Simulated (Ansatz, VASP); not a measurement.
## LuTlAu4 in VASP and in Ansatz

```
Lu Tl Au
1.0
     5.08946    0.00000    0.00000
     0.00000    5.08946    0.00000
     0.00000    0.00000    7.98515
Lu Tl Au
1 1 4
Cartesian
  0.0000 0.0000 0.0000
  2.5447 2.5447 3.9926
  2.5447 2.5447 6.7028
  2.5447 2.5447 1.2823
  2.5447 0.0000 3.9926
  0.0000 2.5447 3.9926
```

Change from the starting cell: species swapped into the RbAlF4 type (P4/mmm, No. 123).

Alike in both runs: functional PBE; k mesh 8 × 8 × 6; occupations gaussian, width 0.1 eV; no spin polarisation.

Ansatz relaxed the structure, and its values are those at the end. VASP's run is a single point on that final structure, the one shown.

|  | VASP | Ansatz |
| --- | --- | --- |
| version | VASP 6.6.1 | Ansatz 0.2.0 |
| potentials or method | VASP PAW PBE potentials, release 64 (Lu, Tl_d, Au), cutoff 520 eV | scalar-relativistic, plane waves, PAW |
| valence electrons in the cell | 82 | 114 |

|  | VASP | Ansatz | Ansatz less VASP |
| --- | --- | --- | --- |
| gap on the k mesh at the Fermi level (eV) | none | none | - |
| pressure (GPa) | -0.4 | 0.0 | +0.37 |
| rms of the force components (eV/Å) | 0.005 | 0.000 | -0.0053 |

A gap of «none» marks a metal or a gap that the smearing closes. The functional is the same, so the differences come from potentials, cutoffs and numerics. VASP's potentials hold 82 valence electrons a cell and Ansatz's 114, so a difference there can come from the potentials and not from the codes.

Neither program's run includes spin-orbit coupling.
